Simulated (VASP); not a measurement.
# CdS (Pmmn) in VASP: a series of runs, part 2 of 2

VASP 6.6.1.

### 3 Single point, r2SCAN

Contents of POSCAR:

```
CdS
1.0
    3.8724504000      0.0000000000      0.0000000000
    0.0000000000      5.4747467333      0.0000000000
    0.0000000000      0.0000000000      3.9505990721
Cd S
2 2
Direct
    0.5000000000      0.5000000000      0.2430300000
    0.0000000000      0.0000000000      0.7569700000
    0.5000000000      0.0000000000      0.2551600000
    0.0000000000      0.5000000000      0.7448400000
```

Contents of INCAR.step1:

```
  PREC = Accurate
  ENCUT = 520
  ISMEAR = -1
  SIGMA = 0.02
  LREAL = F
  LASPH = T
  NELM = 60
  NBANDS = 26
  GGA = PE
  ALGO = Normal
  EDIFF = 1E-4
  LWAVE = T
  LCHARG = F
```

Contents of INCAR.step2:

```
  PREC = Accurate
  ENCUT = 520
  EDIFF = 1E-7
  ISMEAR = -1
  SIGMA = 0.02
  LREAL = F
  LASPH = T
  NELM = 60
  ALGO = Normal
  ISIF = 2
  LWAVE = F
  LCHARG = T
  METAGGA = R2SCAN
  LMIXTAU = T
  LELF = T
  LVHAR = T
  NBANDS = 26
  ISTART = 1
```

Contents of KPOINTS:

```
regular mesh
0
Gamma
  6 4 6
```

Potentials or basis: VASP PAW PBE potentials, release 64 (Cd, S).

On the command line:

```console
$ cat potpaw_PBE.64/Cd/POTCAR potpaw_PBE.64/S/POTCAR > POTCAR
$ cp INCAR.step1 INCAR
$ mpirun -np 1 vasp_std > vasp.out
$ cp INCAR.step2 INCAR
$ mpirun -np 1 vasp_std > vasp.out
```

OUTCAR:

```text
PREC = Accurate
   ENCUT = 520
   EDIFF = 1E-7
   ISMEAR = -1
   LREAL = F
   LASPH = T
   NELM = 60
   ISIF = 2
   METAGGA = R2SCAN
   ISTART = 1

 ion  position               nearest neighbor table
   1  0.500  0.500  0.243-   3 2.74   3 2.74   4 2.76   4 2.76   4 2.77   4 2.77
   2  0.000  0.000  0.757-   4 2.74   4 2.74   3 2.76   3 2.76   3 2.77   3 2.77
   3  0.500  0.000  0.255-   1 2.74   1 2.74   2 2.76   2 2.76   2 2.77   2 2.77
   4  0.000  0.500  0.745-   2 2.74   2 2.74   1 2.76   1 2.76   1 2.77   1 2.77

  LATTYP: Found a simple orthorhombic cell.
[... 899 lines left out ...]
  --------------------------------------------------------------------------------------
  -------------------------------------------------------------------------------------
  Total       -0.8000282     -0.8567330     -1.5571068      0.0000000      0.0000000      0.0000000
  in kB      -15.3039327    -16.3886521    -29.7862698      0.0000000      0.0000000      0.0000000
  external PRESSURE =     -20.4929516 kB  Pullay stress =       0.0000000 kB

 VOLUME and BASIS-vectors are now :
 -----------------------------------------------------------------------------
  energy-cutoff  :      520.00
  volume of cell :       83.76
      direct lattice vectors                 reciprocal lattice vectors
     3.872450400  0.000000000  0.000000000     0.258234424  0.000000000  0.000000000
     0.000000000  5.474746733  0.000000000     0.000000000  0.182656851  0.000000000
     0.000000000  0.000000000  3.950599072     0.000000000  0.000000000  0.253126167

 POSITION                                       TOTAL-FORCE (eV/Angst)
 -----------------------------------------------------------------------------------
      1.93623      2.73737      0.96011         0.000000      0.000000      0.022637
      0.00000      0.00000      2.99048         0.000000      0.000000     -0.022637
      1.93623      0.00000      1.00803         0.000000      0.000000     -0.034101
      0.00000      2.73737      2.94256         0.000000      0.000000      0.034101
 -----------------------------------------------------------------------------------
    total drift:                                0.000000      0.000000      0.000000

  FREE ENERGIE OF THE ION-ELECTRON SYSTEM (eV)
  ---------------------------------------------------
  free  energy   TOTEN  =       -59.0268570828 eV

  energy  without entropy=      -59.0268570816  energy(sigma->0) =      -59.02685708
```

OSZICAR.step1:

```text
N       E                     dE             d eps       ncg     rms          rms(c)
DAV:   1     0.248432875601E+03    0.24843E+03   -0.17846E+04  2496   0.131E+03
DAV:   2     0.251330129519E+00   -0.24818E+03   -0.23842E+03  2748   0.326E+02
DAV:   3    -0.127998080129E+02   -0.13051E+02   -0.12974E+02  2940   0.754E+01
DAV:   4    -0.129156648718E+02   -0.11586E+00   -0.11575E+00  2858   0.683E+00
DAV:   5    -0.129169765724E+02   -0.13117E-02   -0.13117E-02  2858   0.741E-01    0.101E+01
DAV:   6    -0.117823108670E+02    0.11347E+01   -0.19594E+00  2872   0.140E+01    0.848E+00
DAV:   7    -0.117476401315E+02    0.34671E-01   -0.59124E-01  2606   0.425E+00    0.440E+00
DAV:   8    -0.117456078077E+02    0.20323E-02   -0.58932E-02  2630   0.248E+00    0.435E-01
DAV:   9    -0.117439851917E+02    0.16226E-02   -0.97549E-03  2740   0.112E+00    0.114E-01
DAV:  10    -0.117440730104E+02   -0.87819E-04   -0.89470E-04  2660   0.258E-01
   1 F= -.11744073E+02 E0= -.11744042E+02  d E =-.619681E-04
```

Run time: 5.2 min. Hardware: 1 thread of Intel Xeon Platinum 8259CL at 2.50GHz (Skylake/Cascade Lake), shared host; peak memory 0.25 GiB.

What came out:

- Free energy: -59.0269 eV
- Pressure: -2.0 GPa
- Largest force: 0.034 eV/Å
- Band gap on the k mesh: 0.67 eV

Forces in eV/Å, atoms in the order of the input:
```
Cd   0.000  0.000  0.023
Cd   0.000  0.000 -0.023
S    0.000  0.000 -0.034
S    0.000  0.000  0.034
```

Stress tensor (GPa, compression positive):
```
-1.53  0.00  0.00
 0.00 -1.64  0.00
 0.00  0.00 -2.98
```

Caveat: the PAW data sets were made with another functional, which shifts forces and pressure a little. A k mesh can miss the band edges.

### 4 Single point, r2SCAN

Contents of POSCAR:

```
CdS
1.0
    3.8854452000      0.0000000000      0.0000000000
    0.0000000000      5.4931183667      0.0000000000
    0.0000000000      0.0000000000      3.9242178499
Cd S
2 2
Direct
    0.5000000000      0.5000000000      0.2430300000
    0.0000000000      0.0000000000      0.7569700000
    0.5000000000      0.0000000000      0.2551600000
    0.0000000000      0.5000000000      0.7448400000
```

Contents of INCAR.step1:

```
ALGO = Normal ; EDIFF = 1E-4
ENCUT = 520 ; GGA = PE
ISMEAR = -1 ; LASPH = T
LCHARG = F ; LREAL = F
LWAVE = T ; NBANDS = 26
NELM = 80 ; PREC = Accurate
SIGMA = 0.02
```

Contents of INCAR.step2:

```
ALGO = Normal ; EDIFF = 1E-6
ENCUT = 520 ; ISIF = 2
ISMEAR = -1 ; ISTART = 1
LASPH = T ; LCHARG = F
LMIXTAU = T ; LREAL = F
LWAVE = F ; METAGGA = R2SCAN
NBANDS = 26 ; NELM = 80
PREC = Accurate ; SIGMA = 0.02
```

Contents of KPOINTS:

```
k-points
0
Gamma
  6 4 6
```

On the command line:

```console
$ cat potpaw_PBE.64/Cd/POTCAR potpaw_PBE.64/S/POTCAR > POTCAR
$ cp INCAR.step1 INCAR
$ mpirun -np 1 vasp_std > vasp.out
$ cp INCAR.step2 INCAR
$ mpirun -np 1 vasp_std > vasp.out
```

Wall time 4.6 min (1 thread of Intel Xeon Platinum 8259CL at 2.50GHz (Skylake/Cascade Lake), shared host); peak memory 0.25 GiB.

The run converged. Its results:

```
Free energy            : -59.0305 eV
Pressure               : -2.1 GPa
Largest force          : 0.033 eV/Å
Band gap on the k mesh : 0.70 eV
```

Forces on the atoms (eV/Å):
```
Cd   0.000  0.000  0.023
Cd   0.000  0.000 -0.023
S    0.000  0.000 -0.033
S    0.000  0.000  0.033
```

Stress tensor (GPa, compression positive):
```
-1.78  0.00  0.00
 0.00 -1.86  0.00
 0.00  0.00 -2.51
```

Levels at points of the mesh, in eV from the valence-band top:
| k point | band 16 | band 17 | band 18 | band 19 | band 20 | band 21 |
| --- | --- | --- | --- | --- | --- | --- |
| (0.00, 0.00, 0.00) | -0.74 | -0.73 | -0.66 | 0.70 | 1.41 | 6.43 |
| (0.50, 0.00, 0.00) | -2.27 | -0.18 | -0.18 | 4.84 | 4.84 | 5.92 |
| (0.00, 0.50, 0.00) | -1.41 | -1.31 | -1.31 | 3.50 | 3.50 | 7.19 |
| (0.50, 0.50, 0.00) | -0.05 | -0.01 | -0.01 | 4.03 | 4.03 | 6.37 |
| (0.00, 0.00, 0.50) | -2.28 | -0.16 | -0.13 | 4.93 | 4.95 | 5.97 |
| (0.50, 0.00, 0.50) | -2.10 | -2.05 | -2.05 | 0.73 | 0.73 | 6.45 |
| (0.00, 0.50, 0.50) | -0.01 | 0.00 | 0.00 | 4.09 | 4.09 | 6.50 |
| (0.50, 0.50, 0.50) | -3.12 | -2.73 | -2.73 | 3.80 | 3.80 | 7.37 |

Caveat: the PAW data sets were made with another functional, which shifts forces and pressure a little.

### 5 Summary

```tsv
cell	gap on the mesh (eV)	pressure (GPa)	largest force (eV/Å)
a = 3.859, b = 5.456, c = 3.977 Å, 4 atoms	0.63	-2.0	0.03
a = 3.872, b = 5.475, c = 3.951 Å, 4 atoms	0.67	-2.0	0.03
a = 3.885, b = 5.493, c = 3.924 Å, 4 atoms	0.70	-2.1	0.03
```

Alike in all rows: task single point; level r2SCAN; potentials or basis VASP PAW PBE potentials, release 64 (Cd, S); no spin polarisation; k mesh 6 × 4 × 6; cutoff (eV) 520; smearing fermi-dirac 0.02 eV.

Caveats: the PAW data sets were made with another functional, which shifts forces and pressure a little.

Total energies depend on the potentials used, so only differences within one code and one set of settings carry meaning.
